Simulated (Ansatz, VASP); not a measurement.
# Two plane-wave programs on CO2

Contents of INCAR:

```
SYSTEM = CO2
ALGO = Normal
EDIFF = 1E-6
ENCUT = 520
GGA = PS
ISIF = 2
ISMEAR = -1
LASPH = .True.
LCHARG = .False.
LREAL = .False.
LWAVE = .False.
NBANDS = 25
NELM = 60
PREC = Accurate
SIGMA = 0.05
```

File KPOINTS:

```
k-points
0
Gamma
  8 8 8
  0 0 0
```

POSCAR

```
CO2
1.0
   -1.9747270000      1.9747270000      2.8934956800
    1.9747270000     -1.9747270000      2.8934956800
    1.9747270000      1.9747270000     -2.8934956800
O C
4 2
Direct
    0.8750000000      0.9597980000      0.5847980000
    0.3750000000      0.2902020000      0.4152020000
    0.0402020000      0.6250000000      0.9152020000
    0.7097980000      0.1250000000      0.0847980000
    0.0000000000      0.0000000000      0.0000000000
    0.7500000000      0.2500000000      0.5000000000
```

Contents of input.yaml:

```yaml
crystal:
  lattice:
    - [-1.974727, 1.974727, 2.89349568]
    - [1.974727, -1.974727, 2.89349568]
    - [1.974727, 1.974727, -2.89349568]
  atoms:
    - { symbol: O, position: [0.875, 0.959798, 0.584798] }
    - { symbol: O, position: [0.375, 0.290202, 0.415202] }
    - { symbol: O, position: [0.040202, 0.625, 0.915202] }
    - { symbol: O, position: [0.709798, 0.125, 0.084798] }
    - { symbol: C, position: [0.0, 0.0, 0.0] }
    - { symbol: C, position: [0.75, 0.25, 0.5] }
hamiltonian:
  xc: pbesol
  pseudopotentials: { kind: paw }
kpoints:
  mp_grid: { grid: [8, 8, 8] }
  band_path:
    path:
      - [[0.0, 0.0, 0.0], [0.5, -0.5, 0.0], [0.5, -0.5, 0.2328833588], [0.3664416794, -0.3664416794, 0.3664416794], [0.0, 0.0, 0.0], [0.5, 0.5, -0.5], [0.6335583206, 0.3664416794, -0.3664416794], [0.5, 0.0, 0.0], [0.75, -0.25, -0.25], [0.7671166412, 0.2328833588, -0.5], [0.5, 0.5, -0.5]]
      - [[0.5, -0.5, 0.0], [0.75, -0.25, -0.25]]
    npoints: 14
scf:
  occupations: { method: fermi_dirac, width: 0.05 }
  n_extra_bands: 15
output:
  forces: true
  stress: true
  eigenvalues: true
  fatbands: true
```

Alike in both runs: functional PBEsol; k mesh 8 × 8 × 8; occupations fermi-dirac, width 0.05 eV; no spin polarisation.

```csv
,VASP,Ansatz
version,VASP 6.6.1,Ansatz 0.2.0
potentials or method,"VASP PAW PBE potentials, release 64 (O, C)",Ansatz PAW
plane-wave cutoff (eV),520,420
valence electrons in the cell,32,32
task,single point,band structure
```

VASP gave:

* gap on the k mesh at the Fermi level (eV): 7.57
* least direct gap on the mesh (eV): 7.97
* pressure (GPa): 5.6
* traceless stress, the component that is largest in VASP (GPa): 2.49
* rms of the force components (eV/Å): 0.120

What did Ansatz give for the same quantities?

gap on the k mesh at the Fermi level (eV): 7.64; least direct gap on the mesh (eV): 8.01; pressure (GPa): 3.8; traceless stress, the component that is largest in VASP (GPa): 2.81; rms of the force components (eV/Å): 0.073.

VASP's potentials were made for PBE, not for PBEsol. Atom by atom the forces differ by 0.047 eV/Å (rms over components). The functional is the same, so the differences come from potentials, cutoffs and numerics.

Noted on Ansatz's run: Pulay correction over one GPa.
